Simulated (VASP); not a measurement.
Input of a VASP 6.6.1 run:

File INCAR:

```
SYSTEM = Ag
PREC = Accurate
ENCUT = 600
EDIFF = 1E-6
ISMEAR = -1
SIGMA = 0.15
LREAL = .False.
LASPH = .True.
NELM = 60
ALGO = Normal
ISIF = 3
LWAVE = .False.
LCHARG = .False.
GGA = PE
IBRION = 2
NSW = 80
EDIFFG = -0.001
```

KPOINTS

```
Automatic mesh
0
Gamma
  20 20 20
  0 0 0
```

File POSCAR:

```
Ag
1.0
    0.0000000000      2.0735956984      2.0735956984
    2.0735956984      0.0000000000      2.0735956984
    2.0735956984      2.0735956984      0.0000000000
Ag
1
Direct
    0.0000000000      0.0000000000      0.0000000000
```

Potentials or basis: VASP PAW PBE potentials, release 64 (Ag).

Launch:

```sh
$ cat potpaw_PBE.64/Ag/POTCAR > POTCAR
$ mpirun -np 1 vasp_std > vasp.out
```

Question: Estimate the relaxed cell.

Answer: a = 2.932 Å, b = 2.932 Å, c = 2.932 Å, α = 60.00°, β = 60.00°, γ = 60.00°.

Question: Predict the relaxed volume.

Answer: 17.82 Å³/atom.

Question: Estimate the space group after relaxing (to 0.05 Å).

Answer: Fm-3m (No. 225).

Final structure:
```xyz
1
Lattice="0.0000 2.0731 2.0731 2.0731 0.0000 2.0731 2.0731 2.0731 0.0000" Properties=species:S:1:pos:R:3 pbc="T T T"
Ag    0.0000    0.0000    0.0000
```
